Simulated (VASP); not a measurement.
# Se (Im-3m) in VASP: notebook, part 2 of 2

VASP 6.6.1. Earlier steps stand in the parts before.

## Step 4: Relaxation of cell and atoms, BLYP

This run uses another cell than the first one, of 21.81 Å³/atom, 0.890 times its volume.

Contents of INCAR:

```
SYSTEM = Se
PREC = Accurate
ENCUT = 600
EDIFF = 1E-6
ISMEAR = -1
SIGMA = 0.1
LREAL = .False.
LASPH = .True.
NELM = 100
ALGO = Normal
ISIF = 3
LWAVE = .False.
LCHARG = .False.
GGA = B5
ALDAX = 1.0
AGGAX = 1.0
AGGAC = 1.0
ALDAC = 0.0
IBRION = 2
NSW = 80
EDIFFG = -0.01
```

Contents of KPOINTS:

```
Automatic mesh
0
Gamma
  13 13 13
  0 0 0
```

Contents of POSCAR:

```
Se
1.0
   -1.7600399104      1.7600399104      1.7600399104
    1.7600399104     -1.7600399104      1.7600399104
    1.7600399104      1.7600399104     -1.7600399104
Se
1
Direct
    0.0000000000      0.0000000000      0.0000000000
```

Potentials or basis: VASP PAW PBE potentials, release 64 (Se).

Launch:

```bash
$ cat potpaw_PBE.64/Se/POTCAR > POTCAR
$ mpirun -np 1 vasp_std > vasp.out
```

OUTCAR:

```text
SYSTEM = Se
   PREC = Accurate
   ENCUT = 600
   EDIFF = 1E-6
   ISMEAR = -1
   LREAL = .False.
   LASPH = .True.
   NELM = 100
   ISIF = 3
   GGA = B5
   IBRION = 2
   NSW = 80
   EDIFFG = -0.01

 ion  position               nearest neighbor table
   1  0.000  0.000  0.000-

  LATTYP: Found a body centered cubic cell.
 ALAT       =     3.5200798208

  Lattice vectors:

 A1 = (  -1.7600399104,   1.7600399104,   1.7600399104)
 A2 = (   1.7600399104,  -1.7600399104,   1.7600399104)
 A3 = (   1.7600399104,   1.7600399104,  -1.7600399104)

Analysis of symmetry for initial positions (statically):
=====================================================================
 Subroutine PRICEL returns:
 Original cell was already a primitive cell.

 Routine SETGRP: Setting up the symmetry group for a
 body centered cubic supercell.

 Subroutine GETGRP returns: Found 48 space group operations
 (whereof 48 operations were pure point group operations)
 out of a pool of 48 trial point group operations.

The static configuration has the point symmetry O_h .

Analysis of symmetry for dynamics (positions and initial velocities):
=====================================================================
 Subroutine PRICEL returns:
 Original cell was already a primitive cell.

 Routine SETGRP: Setting up the symmetry group for a
 body centered cubic supercell.

 Subroutine GETGRP returns: Found 48 space group operations
 (whereof 48 operations were pure point group operations)
 out of a pool of 48 trial point group operations.

The dynamic configuration has the point symmetry O_h .

 Subroutine INISYM returns: Found 48 space group operations
 (whereof 48 operations are pure point group operations),
 and found     1 'primitive' translations

----------------------------------------------------------------------------------------

                                     Primitive cell

  volume of cell :      21.8086

  direct lattice vectors                    reciprocal lattice vectors
    -1.760039910  1.760039910  1.760039910     0.000000000  0.284084467  0.284084467
     1.760039910 -1.760039910  1.760039910     0.284084467  0.000000000  0.284084467
     1.760039910  1.760039910 -1.760039910     0.284084467  0.284084467  0.000000000

  length of vectors
     3.048478548  3.048478548  3.048478548     0.401756106  0.401756106  0.401756106

  position of ions in fractional coordinates (direct lattice)
     0.000000000  0.000000000  0.000000000

  ion indices of the primitive-cell ions
   primitive index   ion index
                 1           1

----------------------------------------------------------------------------------------

 KPOINTS: Automatic mesh

Automatic generation of k-mesh.
 Grid dimensions read from file:
 generate k-points for:   13   13   13

 Generating k-lattice:

[... 40 lines left out ...]
  0.153846  0.076923  0.076923     24.000000
  0.230769  0.076923  0.076923     24.000000
 [... further k-points ...]
   k-points           NKPTS =     84   k-points in BZ     NKDIM =     84   number of bands    NBANDS=      7
   number of dos      NEDOS =    301   number of ions     NIONS =      1
   total plane-waves  NPLWV =  13824
   dimension x,y,z NGX =    24 NGY =   24 NGZ =   24
   dimension x,y,z NGXF=    48 NGYF=   48 NGZF=   48
   ions per type =               1
   NGX,Y,Z   is equivalent  to a cutoff of  13.09, 13.09, 13.09 a.u.
   NGXF,Y,Z  is equivalent  to a cutoff of  26.18, 26.18, 26.18 a.u.
 SYSTEM =  Se
   PREC   = accura    normal or accurate (medium, high low for compatibility)
   ISTART =      0    job   : 0-new  1-cont  2-samecut
   ICHARG =      2    charge: 1-file 2-atom 10-const
   ISPIN  =      1    spin polarized calculation?
   LNONCOLLINEAR =      F non collinear calculations
   LSORBIT =      F    spin-orbit coupling
   LASPH  =      T    aspherical Exc in radial PAW
   ENCUT  =  600.0 eV  44.10 Ry    6.64 a.u.   6.09  6.09  6.09*2*pi/ulx,y,z
   NELM   =    100;   NELMIN=  2; NELMDL= -5     # of ELM steps
   EDIFF  = 0.1E-05   stopping-criterion for ELM
   LREAL  =      F    real-space projection
   EDIFFG = -.1E-01   stopping-criterion for IOM
   NSW    =     80    number of steps for IOM
   IBRION =      2    ionic relax: 0-MD 1-quasi-New 2-CG
   NFREE  =      1    steps in history (QN), initial steepest desc. (CG)
   ISIF   =      3    stress and relaxation
   ISYM   =      2    0-nonsym 1-usesym 2-fastsym
   POTIM  = 0.5000    time-step for ionic-motion
   TEBEG  =    0.0;   TEEND  =   0.0 temperature during run
   PSTRESS=    0.0 pullay stress
   NELECT =       6.0000    total number of electrons
   NUPDOWN=      -1.0000    fix difference up-down
   EMIN   =  10.00;   EMAX   =-10.00  energy-range for DOS
   EFERMI =   0.00;   METHOD = LEGACY
   ISMEAR =    -1;   SIGMA  =   0.10  broadening in eV -4-tet -1-fermi 0-gaus
   EFERMI_NEDOS =   21; number of points for ismear=-14 and -15
   IALGO  =     38    algorithm
   IMIX   =      4    mixing-type and parameters
     AMIX     =   0.40;   BMIX     =  1.00
     AMIX_MAG =   1.60;   BMIX_MAG =  1.00
  volume/ion in A,a.u.               =      21.81       147.17
  Fermi-wavevector in a.u.,A,eV,Ry     =   1.064754  2.012094 15.424948  1.133702
  Thomas-Fermi vector in A             =   2.200283
   LORBIT       =      0    0 simple, 1 ext, 2 COOP (PROOUT), +10 PAW based schemes
   GGA     = B5    functional components
   LHFCALC =     F    Hartree Fock is set to
   AEXX    =    0.0000 exact exchange contribution
   IVDW    =     0    specifies the selected vdW correction
   LEPSILON=     F    determine dielectric tensor
   LRPA    =     F    only Hartree local field effects (RPA)
 conjugate gradient relaxation of ions
 non-spin polarized calculation
  energy-cutoff  :      600.00
  volume of cell :       21.81
 maximum number of plane-waves:       739
   NGX = 13   NGY = 13   NGZ = 13

--------------------------------------- Ionic step        1  -------------------------------------------

 number of electron       6.0000001 magnetization

 Free energy of the ion-electron system (eV)
  ---------------------------------------------------
  ext. energy  EPLUGINS =         0.00000000
  ---------------------------------------------------
  free energy    TOTEN  =        -2.26518293 eV

  energy without entropy =       -2.24088411  energy(sigma->0) =       -2.25303352

------------------------ aborting loop because EDIFF is reached ----------------------------------------

  FORCE on cell =-STRESS in cart. coord.  units (eV):
  Direction    XX          YY          ZZ          XY          YZ          ZX
  --------------------------------------------------------------------------------------
  -------------------------------------------------------------------------------------
  Total        0.3322386      0.3322386      0.3322386      0.0000000      0.0000000      0.0000000
  in kB       24.4080526     24.4080526     24.4080526      0.0000000      0.0000000      0.0000000
  external PRESSURE =      24.4080526 kB  Pullay stress =       0.0000000 kB
[... 57 lines left out ...]
--------------------------------------- Ionic step        3  -------------------------------------------

 number of electron       6.0000000 magnetization

 Free energy of the ion-electron system (eV)
  ---------------------------------------------------
  ext. energy  EPLUGINS =         0.00000000
  ---------------------------------------------------
  free energy    TOTEN  =        -2.27197009 eV

  energy without entropy =       -2.24563976  energy(sigma->0) =       -2.25880492

 E-fermi :   4.6199     XC(G=0):  -9.4247

 val. band max:        4.6000034710   @ k =   0.2308   0.0769   0.0769
 cond. band min:       4.6390611520   @ k =   0.3077   0.0769  -0.0000
 fundamental gap:      0.0390576809
 Fermi energy:         4.6199145081

 k-point     1 :       0.0000    0.0000    0.0000
  band No.  band energies     occupation
      1     -10.5631      2.00000
      2       6.9511      0.00000
      3       6.9511      0.00000
      4       6.9511      0.00000
      5      14.7374      0.00000
      6      16.8414      0.00000
      7      16.8414      0.00000
[... 221 lines left out ...]
 k-point    24 :       0.2308    0.0769    0.0769
  band No.  band energies     occupation
      1      -8.8700      2.00000
      2       1.2892      2.00000
      3       4.6000      1.09923
      4       5.7902      0.00002
      5      13.9961      0.00000
      6      14.5738      0.00000
      7      18.9905      0.00000

 [... further k-points ...]

------------------------ aborting loop because EDIFF is reached ----------------------------------------

  FORCE on cell =-STRESS in cart. coord.  units (eV):
  Direction    XX          YY          ZZ          XY          YZ          ZX
  --------------------------------------------------------------------------------------
  -------------------------------------------------------------------------------------
  Total       -0.0018478     -0.0018478     -0.0018478      0.0000000      0.0000000     -0.0000000
  in kB       -0.1302168     -0.1302168     -0.1302168      0.0000000      0.0000000     -0.0000000
  external PRESSURE =      -0.1302168 kB  Pullay stress =       0.0000000 kB
[... 16 lines left out ...]
  FREE ENERGIE OF THE ION-ELECTRON SYSTEM (eV)
  ---------------------------------------------------
  free  energy   TOTEN  =        -2.2719700860 eV

  energy  without entropy=       -2.2456397585  energy(sigma->0) =       -2.25880492

 reached required accuracy - stopping structural energy minimisation
```

OSZICAR:

```text
N       E                     dE             d eps       ncg     rms          rms(c)
DAV:   1     0.129843079515E+02    0.12984E+02   -0.31582E+03  1183   0.819E+02
DAV:   2    -0.194399539330E+01   -0.14928E+02   -0.14627E+02  1582   0.881E+01
[... 16 lines left out ...]
   2 F= -.22718355E+01 E0= -.22585117E+01  d E =-.665262E-02
       N       E                     dE             d eps       ncg     rms          rms(c)
DAV:   1    -0.227254981352E+01   -0.71439E-03   -0.16392E-02  1190   0.827E-01    0.120E-01
DAV:   2    -0.227211485773E+01    0.43496E-03   -0.47598E-04  1344   0.163E-01    0.567E-02
DAV:   3    -0.227196999606E+01    0.14486E-03   -0.47319E-04  1239   0.131E-01    0.180E-02
DAV:   4    -0.227197008599E+01   -0.89928E-07   -0.22523E-06  1498   0.146E-02
   3 F= -.22719701E+01 E0= -.22588049E+01  d E =-.678716E-02
```

CONTCAR:

```text
Se
   1.00000000000000
    -1.7846183586644566    1.7846183586644566    1.7846183586644566
     1.7846183586644566   -1.7846183586644566    1.7846183586644566
     1.7846183586644566    1.7846183586644566   -1.7846183586644566
  Se
     1
Direct
     0.0000000000000000    0.0000000000000000    0.0000000000000000

  0.00000000E+00  0.00000000E+00  0.00000000E+00
```

Run time: 14 s. Hardware: 1 thread of Intel Xeon 6975P-C (Granite Rapids), shared host; peak memory 0.15 GiB.

What came out:

| Property | Result |
| --- | --- |
| Free energy | -2.2720 eV |
| Relaxed volume | 22.74 Å³/atom |
| Relaxed cell | a = 3.091 Å, b = 3.091 Å, c = 3.091 Å, α = 109.47°, β = 109.47°, γ = 109.47° |
| Space group after relaxing (to 0.05 Å) | Im-3m (No. 229) |
| Energy gained by relaxing | 6.8 meV/atom |
| Ionic steps | 3 |
| Pressure after relaxing | 0.0 GPa |
| Band gap on the k mesh | zero (band 3 reaches 6.95 eV, above the bottom of band 4 at 1.87 eV) |

Step by step:
| step | energy change (eV) | largest force (eV/Å) | pressure (GPa) | volume (Å³) |
| --- | --- | --- | --- | --- |
| 1 | 0.0000 | 0.0000 | 2.44 | 21.81 |
| 2 | -0.0067 | 0.0000 | -0.32 | 22.87 |
| 3 | -0.0068 | 0.0000 | -0.01 | 22.74 |

Final structure:
```cif
data_structure
_symmetry_space_group_name_H-M 'P 1'
_symmetry_Int_Tables_number 1
_cell_length_a 3.0910
_cell_length_b 3.0910
_cell_length_c 3.0910
_cell_angle_alpha 109.471
_cell_angle_beta 109.471
_cell_angle_gamma 109.471
_cell_volume 22.74
loop_
_atom_site_label
_atom_site_type_symbol
_atom_site_fract_x
_atom_site_fract_y
_atom_site_fract_z
_atom_site_occupancy
Se1 Se 0.00000 0.00000 0.00000 1
```

Caveat: the PAW data sets were made with another functional, which shifts forces and pressure a little.

## Step 5: Single point, BLYP

This run uses another cell than the first one, of 22.69 Å³/atom, 0.926 times its volume.

Contents of INCAR:

```
PREC = Accurate
ENCUT = 520
EDIFF = 1E-6
ISMEAR = -1
SIGMA = 0.1
LREAL = F
LASPH = T
NELM = 80
ALGO = Normal
ISIF = 2
LWAVE = F
LCHARG = F
GGA = B5
ALDAX = 1.0
AGGAX = 1.0
AGGAC = 1.0
ALDAC = 0.0
NBANDS = 9
```

Contents of KPOINTS:

```
Automatic mesh
0
Gamma
  20 20 20
```

Contents of POSCAR:

```
Se
1.0
   -1.7834629084      1.7834629084      1.7834629084
    1.7834629084     -1.7834629084      1.7834629084
    1.7834629084      1.7834629084     -1.7834629084
Se
1
Direct
    0.0000000000      0.0000000000      0.0000000000
```

Launch:

```bash
$ cat potpaw_PBE.64/Se/POTCAR > POTCAR
$ mpirun -np 1 vasp_std > vasp.out
```

Wall time 13 s (1 thread of Intel Xeon 6975P-C (Granite Rapids), shared host); peak memory 0.17 GiB.

It converged, with:

| Quantity | Value |
| --- | --- |
| Free energy | -2.2697 eV |
| Pressure | 0.3 GPa |
| Band gap on the k mesh | zero (band 3 reaches 6.98 eV, above the bottom of band 4 at 1.55 eV) |

Levels at points of the mesh, in eV from the Fermi level:
| k point | band 1 | band 2 | band 3 | band 4 | band 5 | band 6 | band 7 | band 8 |
| --- | --- | --- | --- | --- | --- | --- | --- | --- |
| (0.00, 0.00, 0.00) | -15.14 | 2.39 | 2.39 | 2.39 | 10.19 | 12.28 | 12.28 | 12.28 |
| (0.50, 0.00, 0.00) | -12.44 | -5.61 | -0.04 | 1.81 | 7.19 | 8.70 | 17.20 | 17.23 |
| (0.50, 0.50, 0.50) | -10.63 | -2.76 | -2.76 | -2.76 | 4.98 | 4.98 | 21.54 | 21.54 |

Caveat: the PAW data sets were made with another functional, which shifts forces and pressure a little.

## Step 6: Overview

| task | cell | k mesh | cutoff (eV) | gap on the mesh (eV) | pressure (GPa) |
| --- | --- | --- | --- | --- | --- |
| single point | a = 3.169 Å, angles 109.5°, 1 atom | 14 × 14 × 14 | 520 | none | -3.2 |
| single point | a = 3.208 Å, angles 109.5°, 1 atom | 14 × 14 × 14 | 520 | none | -4.5 |
| relaxation of cell and atoms | relaxed from a = 3.048 Å, angles 109.5°, 1 atom | 13 × 13 × 13 | 600 | none | 0.0 |
| single point | a = 3.089 Å, angles 109.5°, 1 atom | 20 × 20 × 20 | 520 | none | 0.3 |

Alike in all rows: level BLYP; potentials or basis VASP PAW PBE potentials, release 64 (Se); no spin polarisation; smearing fermi-dirac 0.1 eV.

Caveats: the PAW data sets were made with another functional, which shifts forces and pressure a little.

Total energies depend on the potentials used, so only differences within one code and one set of settings carry meaning.
